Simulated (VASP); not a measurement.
Input of a VASP 6.6.1 run:

Contents of INCAR:

```
SYSTEM = GaSb
PREC = Accurate
ENCUT = 520
EDIFF = 1E-7
ISMEAR = -1
SIGMA = 0.05
LREAL = .False.
LASPH = .True.
NELM = 60
ALGO = Normal
ISIF = 2
LWAVE = .False.
LCHARG = .True.
GGA = PS
LELF = .True.
LVHAR = .True.
NBANDS = 16
```

Contents of KPOINTS:

```
regular mesh
0
Gamma
  7 7 7
  0 0 0
```

Contents of POSCAR:

```
GaSb
1.0
   -2.7534340000      2.7534340000      1.5907070000
    2.7534340000     -2.7534340000      1.5907070000
    2.7534340000      2.7534340000     -1.5907070000
Sb Ga
1 1
Direct
    0.0000000000      0.0000000000      0.0000000000
    0.7500000000      0.2500000000      0.5000000000
```

Potentials or basis: VASP PAW PBE potentials, release 64 (Sb, Ga_d).

Run with:

```sh
$ cat potpaw_PBE.64/Sb/POTCAR potpaw_PBE.64/Ga_d/POTCAR > POTCAR
$ mpirun -np 1 vasp_std > vasp.out
```

**Question.** Estimate the band gap on the k mesh.

**Answer.** Zero (band 9 reaches 8.00 eV, above the bottom of band 10 at 3.98 eV).

**Question.** Predict the pressure.

**Answer.** -2.8 GPa.

Stress tensor (GPa, compression positive):
```
-1.82  0.00  0.00
 0.00 -1.82  0.00
 0.00  0.00 -4.88
```

Caveat: the PAW data sets were made with another functional, which shifts forces and pressure a little; spin-orbit coupling is left out, which moves the levels of the heavy elements.
